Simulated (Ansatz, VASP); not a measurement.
# CuO in VASP and in Ansatz

The input INCAR:

```
SYSTEM = CuO
  PREC = Accurate
  ENCUT = 520
  EDIFF = 1E-6
  ISMEAR = 0
  SIGMA = 0.1
  LREAL = .FALSE.
  LASPH = .TRUE.
  NELM = 100
  ALGO = Normal
  ISIF = 2
  LWAVE = .FALSE.
  LCHARG = .TRUE.
  GGA = PE
  LELF = .TRUE.
  LVHAR = .TRUE.
  NBANDS = 16
```

File KPOINTS:

```
Automatic mesh
0
G
  22 22 22
  0 0 0
```

POSCAR

```
CuO
1.0
    0.0000000000      2.1430489238      2.1430489238
    2.1430489238      0.0000000000      2.1430489238
    2.1430489238      2.1430489238      0.0000000000
Cu O
1 1
Direct
    0.0000000000      0.0000000000      0.0000000000
    0.5000000000      0.5000000000      0.5000000000
```

Input for Ansatz:

```yaml
crystal:
  lattice:
    - [0.0, 2.1430489238, 2.1430489238]
    - [2.1430489238, 0.0, 2.1430489238]
    - [2.1430489238, 2.1430489238, 0.0]
  atoms:
    - { symbol: Cu, position: [0.0, 0.0, 0.0] }
    - { symbol: O, position: [0.5, 0.5, 0.5] }
basis:
  ecutwfc: 420
kpoints:
  mp_grid: { grid: [22, 22, 22] }
hamiltonian:
  xc: pbe
scf:
  occupations: { method: gaussian, width: 0.1 }
output:
  forces: true
  stress: true
  eigenvalues: true
```

Alike in both runs: task single point; functional PBE; k mesh 22 × 22 × 22; occupations gaussian, width 0.1 eV; no spin polarisation.

|  | VASP | Ansatz |
| --- | --- | --- |
| version | VASP 6.6.1 | Ansatz 0.2.0 |
| potentials or method | VASP PAW PBE potentials, release 64 (Cu, O), cutoff 520 eV | scalar-relativistic, plane waves, PAW |
| valence electrons in the cell | 17 | 25 |

```csv
,VASP,Ansatz,Ansatz less VASP
gap on the k mesh at the Fermi level (eV),none,none,-
pressure (GPa),-4.7,-4.9,-0.15
```

A gap of «none» marks a metal or a gap that the smearing closes. VASP's potentials hold 17 valence electrons a cell and Ansatz's 25, so a difference there can come from the potentials and not from the codes.
